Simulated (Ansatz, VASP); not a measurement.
Bi3SbO3 in VASP and in Ansatz

```
Sb Bi O
1.0
     4.48413    0.00000    0.00000
     0.00000    4.48413    0.00000
     0.00000    0.00000    8.03245
Sb Bi O
1 3 3
Cartesian
  0.0000 0.0000 2.6101
  2.2421 2.2421 -0.0312
  0.0000 0.0000 6.4150
  2.2421 2.2421 3.1757
  2.2421 0.0000 6.9816
  0.0000 2.2421 6.9816
  0.0000 0.0000 0.5904
```

Alike in both runs: functional PBE; k mesh 3 × 3 × 2; occupations gaussian, width 0.15 eV; no spin polarisation.

Ansatz relaxed the structure, and its values are those at the end. VASP's run is a single point on that final structure, the one shown.

|  | VASP | Ansatz |
| --- | --- | --- |
| version | VASP 6.6.1 | Ansatz 0.2.0 |
| potentials or method | VASP PAW PBE potentials, release 64 (Sb, Bi_d, O), cutoff 520 eV | scalar-relativistic, plane waves, PAW |
| valence electrons in the cell | 68 | 78 |

Ansatz gave:

- gap on the k mesh at the Fermi level (eV): 0.74
- least direct gap on the mesh (eV): 0.75
- pressure (GPa): -0.4
- rms of the force components (eV/Å): 0.030

Q: Estimate VASP's values.

A: gap on the k mesh at the Fermi level (eV): 0.74; least direct gap on the mesh (eV): 0.75; pressure (GPa): -0.4; rms of the force components (eV/Å): 0.020.

VASP's potentials hold 68 valence electrons a cell and Ansatz's 78, so a difference there can come from the potentials and not from the codes.

The k mesh is coarse, so the values compare programs but aren't converged. Spin-orbit coupling is off throughout.
